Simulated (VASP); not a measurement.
# Cu (Fd-3m) in VASP: further runs, part 2 of 2

VASP 6.6.1. The steps go on from the part before.

### 3 Relaxation of cell and atoms, PBE, target pressure 60 GPa, at which the enthalpy is minimised

This run uses another cell than the first one, of 12.79 Å³/atom.

INCAR

```
SYSTEM = Cu
PREC     = Accurate       ! precision mode
ENCUT    = 600            ! plane-wave cutoff, eV
EDIFF    = 1E-6           ! SCF threshold, eV
ISMEAR   = -1             ! smearing method
SIGMA    = 0.05           ! smearing width, eV
LREAL    = .False.        ! projectors in reciprocal space
LASPH    = .True.         ! aspherical terms in the spheres
NELM     = 100            ! most SCF steps
ALGO     = Normal         ! electronic algorithm
ISIF     = 3              ! what is computed and relaxed
LWAVE    = .False.        ! write WAVECAR
LCHARG   = .False.        ! write CHGCAR
GGA      = PE             ! functional
IBRION   = 2              ! ionic algorithm
NSW      = 32             ! ionic steps
EDIFFG   = -0.005         ! ionic threshold
PSTRESS  = 600.0
```

KPOINTS

```
Automatic mesh
0
Gamma
  15 15 15
  0 0 0
```

POSCAR

```
Cu
1.0
    0.0000000000      2.3387998363      2.3387998363
    2.3387998363      0.0000000000      2.3387998363
    2.3387998363      2.3387998363      0.0000000000
Cu
2
Direct
   -0.1250000000     -0.1250000000     -0.1250000000
    0.1250000000      0.1250000000      0.1250000000
```

Potentials or basis: VASP PAW PBE potentials, release 64 (Cu).

On the command line:

```bash
$ cat potpaw_PBE.64/Cu/POTCAR > POTCAR
$ mpirun -np 1 vasp_std > vasp.out
```

OUTCAR:

```text
SYSTEM = Cu
   PREC = Accurate
   ENCUT = 600
   EDIFF = 1E-6
   ISMEAR = -1
   LREAL = .False.
   LASPH = .True.
   NELM = 100
   ISIF = 3
   GGA = PE
   IBRION = 2
   NSW = 32
   EDIFFG = -0.005
   PSTRESS = 600.0

 ion  position               nearest neighbor table
   1  0.875  0.875  0.875-   2 2.03   2 2.03   2 2.03   2 2.03
   2  0.125  0.125  0.125-   1 2.03   1 2.03   1 2.03   1 2.03

  LATTYP: Found a face centered cubic cell.
 ALAT       =     4.6775996726

  Lattice vectors:

 A1 = (   0.0000000000,   2.3387998363,   2.3387998363)
 A2 = (   2.3387998363,   0.0000000000,   2.3387998363)
 A3 = (   2.3387998363,   2.3387998363,   0.0000000000)

Analysis of symmetry for initial positions (statically):
=====================================================================
 Subroutine PRICEL returns:
 Original cell was already a primitive cell.

 Routine SETGRP: Setting up the symmetry group for a
 face centered cubic supercell.

 Subroutine GETGRP returns: Found 48 space group operations
 (whereof 12 operations were pure point group operations)
 out of a pool of 48 trial point group operations.

The static configuration has the point symmetry D_3d.
 The point group associated with its full space group is O_h .

[... 171 lines left out ...]
  external PRESSURE =       2.6591794 kB  Pullay stress =     600.0000000 kB
[... 63 lines left out ...]
--------------------------------------- Ionic step        3  -------------------------------------------

 number of electron      21.9999994 magnetization

 Free energy of the ion-electron system (eV)
  ---------------------------------------------------
  ext. energy  EPLUGINS =         0.00000000
  ---------------------------------------------------
  free energy    TOTEN  =        -3.77797786 eV

  energy without entropy =       -3.77241410  energy(sigma->0) =       -3.77519598

 E-fermi :   6.8698     XC(G=0): -11.9765

 val. band max:        6.8394343260   @ k =  -0.4667   0.2000   0.0000
 cond. band min:       6.9170099540   @ k =  -0.4000   0.2667   0.0000
 fundamental gap:      0.0775756279
 Fermi energy:         6.8698301041

 k-point     1 :       0.0000    0.0000    0.0000
  band No.  band energies     occupation
      1      -1.9792      2.00000
      2       2.1071      2.00000
      3       2.1071      2.00000
      4       2.2118      2.00000
      5       2.2118      2.00000
      6       2.2118      2.00000
      7       4.0228      2.00000
      8       4.0228      2.00000
      9       4.0228      2.00000
     10       5.2574      2.00000
     11       5.2574      2.00000
     12      19.8425      0.00000
     13      19.8425      0.00000
     14      19.8425      0.00000
[... 401 lines left out ...]
      2       1.6818      2.00000
      3       2.1971      2.00000
      4       2.2530      2.00000
      5       2.3773      2.00000
      6       2.7104      2.00000
      7       3.4581      2.00000
      8       4.1730      2.00000
      9       4.1985      2.00000
     10       5.0704      2.00000
     11       5.3678      2.00000
     12      14.7985      0.00000
     13      15.6821      0.00000
     14      17.7004      0.00000
     15      18.9949      0.00000

 [... further k-points ...]

------------------------ aborting loop because EDIFF is reached ----------------------------------------

  FORCE on cell =-STRESS in cart. coord.  units (eV):
  Direction    XX          YY          ZZ          XY          YZ          ZX
  --------------------------------------------------------------------------------------
  -------------------------------------------------------------------------------------
  Total        9.5867520      9.5867520      9.5867520     -0.0000000      0.0000000      0.0000000
  in kB      599.8414827    599.8414827    599.8414827     -0.0000000      0.0000000      0.0000000
  external PRESSURE =      -0.1585173 kB  Pullay stress =     600.0000000 kB
[... 21 lines left out ...]
  energy  without entropy=       -3.7724140970  energy(sigma->0) =       -3.77519598

  enthalpy is  TOTEN    =         5.8113075759 eV   P V=        9.5892854399

 reached required accuracy - stopping structural energy minimisation
```

OSZICAR:

```text
N       E                     dE             d eps       ncg     rms          rms(c)
DAV:   1     0.132856643250E+03    0.13286E+03   -0.11682E+04  3704   0.283E+03
DAV:   2     0.458740472513E-01   -0.13281E+03   -0.12803E+03  3600   0.333E+02
DAV:   3    -0.497664895866E+01   -0.50225E+01   -0.49191E+01  4343   0.101E+02
DAV:   4    -0.502603827313E+01   -0.49389E-01   -0.49382E-01  4088   0.978E+00
[... 20 lines left out ...]
DAV:   1    -0.378039962359E+01    0.19502E-01   -0.36426E-02  3684   0.497E+00    0.409E-01
DAV:   2    -0.377874639702E+01    0.16532E-02   -0.20826E-02  4146   0.385E+00    0.154E-01
DAV:   3    -0.377803913480E+01    0.70726E-03   -0.33435E-03  4181   0.155E+00    0.552E-02
DAV:   4    -0.377797846369E+01    0.60671E-04   -0.33274E-05  5513   0.947E-02    0.158E-03
DAV:   5    -0.377797786397E+01    0.59972E-06   -0.14140E-06  2512   0.215E-02
   3 F= 0.58113076E+01 E0= 0.58140895E+01  d E =-.137460E-04
```

It took 3.1 min on 1 thread of Intel Xeon 8259CL, shared host; peak memory 0.19 GiB.

What came out:

```
Free energy                                                : -3.7780 eV
Relaxed volume                                             : 12.80 Å³/atom
Relaxed cell                                               : a = 3.308 Å, b = 3.308 Å, c = 3.308 Å, α = 60.00°, β = 60.00°, γ = 60.00°
Space group after relaxing (to 0.1 Å)                      : Fd-3m (No. 227)
Energy change on relaxing (the run minimises the enthalpy) : -3.7 meV/atom
Ionic steps                                                : 3
Pressure after relaxing                                    : 60.0 GPa
Band gap on the k mesh                                     : zero (bands 11 and 12 overlap by 0.92 eV)
```

Step by step:
```csv
step,energy change (eV),largest force (eV/Å),pressure (GPa),volume (Å³)
1,0.0000,0.0000,60.27,25.59
2,-0.0294,0.0000,59.32,25.67
3,-0.0074,0.0000,59.98,25.61
```

Final structure:
```
Cu
1.0
     0.00000    2.33940    2.33940
     2.33940    0.00000    2.33940
     2.33940    2.33940    0.00000
Cu
2
Direct
  0.87500 0.87500 0.87500
  0.12500 0.12500 0.12500
```

Levels at points of the mesh, in eV from the Fermi level:
| k point | band 7 | band 8 | band 9 | band 10 | band 11 | band 12 | band 13 | band 14 | band 15 |
| --- | --- | --- | --- | --- | --- | --- | --- | --- | --- |
| (0.00, 0.00, 0.00) | -2.85 | -2.85 | -2.85 | -1.61 | -1.61 | 12.97 | 12.97 | 12.97 | 13.37 |

Caveat: the cell is relaxed towards a set pressure, so the run minimises the enthalpy, not the energy.
